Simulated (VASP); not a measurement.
Wanted: the native input for a VASP 6.6.1 run.

* Task: single point
* Functional: PBE
* Potentials or basis: VASP PAW PBE potentials, release 64 (Ti_sv, Nb_sv, C)
* Cutoff: 520 eV
* k mesh: 6 × 6 × 4
* Occupations: gaussian, width 0.1 eV
* Spin: no spin polarisation
* Dipole correction: no
* Further INCAR settings: ALGO = Normal; EDIFF = 1e-06; NBANDS = 34

The structure of Ti2NbC3 lies in POSCAR:

```
Ti2NbC3
1.0
    4.7929904265     -0.0000000030      0.0000000000
   -2.3964952106      4.1508514710      0.0000000000
    0.0000000000      0.0000000000      3.2413139462
Ti Nb C
2 1 3
Direct
    0.3333333333      0.6666666667      0.0000000000
    0.6666666667      0.3333333333      0.0000000000
    0.0000000000      0.0000000000      0.5000000000
    0.5000000000      0.0000000000      0.5000000000
    0.0000000000      0.5000000000      0.5000000000
    0.5000000000      0.5000000000      0.5000000000
```

The cell was built from a structure type or drawn by symmetry, and may not be a known phase.

One way to write it, as run:

INCAR

```
SYSTEM = Ti2NbC3
PREC = Accurate
ENCUT = 520
EDIFF = 1E-6
ISMEAR = 0
SIGMA = 0.1
LREAL = .FALSE.
LASPH = .TRUE.
NELM = 60
ALGO = Normal
ISIF = 2
LWAVE = .FALSE.
LCHARG = .FALSE.
GGA = PE
NBANDS = 34
```

KPOINTS

```
Automatic mesh
0
G
  6 6 4
  0 0 0
```

Potentials or basis: VASP PAW PBE potentials, release 64 (Ti_sv, Nb_sv, C).

Launch:

```sh
$ cat potpaw_PBE.64/Ti_sv/POTCAR potpaw_PBE.64/Nb_sv/POTCAR potpaw_PBE.64/C/POTCAR > POTCAR
$ mpirun -np 1 vasp_std > vasp.out
```

It gave:

```yaml
Pressure: 0.0 GPa
Band_gap_on_the_k_mesh: zero (an odd number of electrons rules out a gap without spin polarisation)
```

Caveat: the k points lie up to 0.48 Å⁻¹ apart, too coarse for converged energies and pressures of a metal.

It took 57 s on 1 thread of Intel Xeon 8259CL (shared host), peak memory 0.2 GiB.
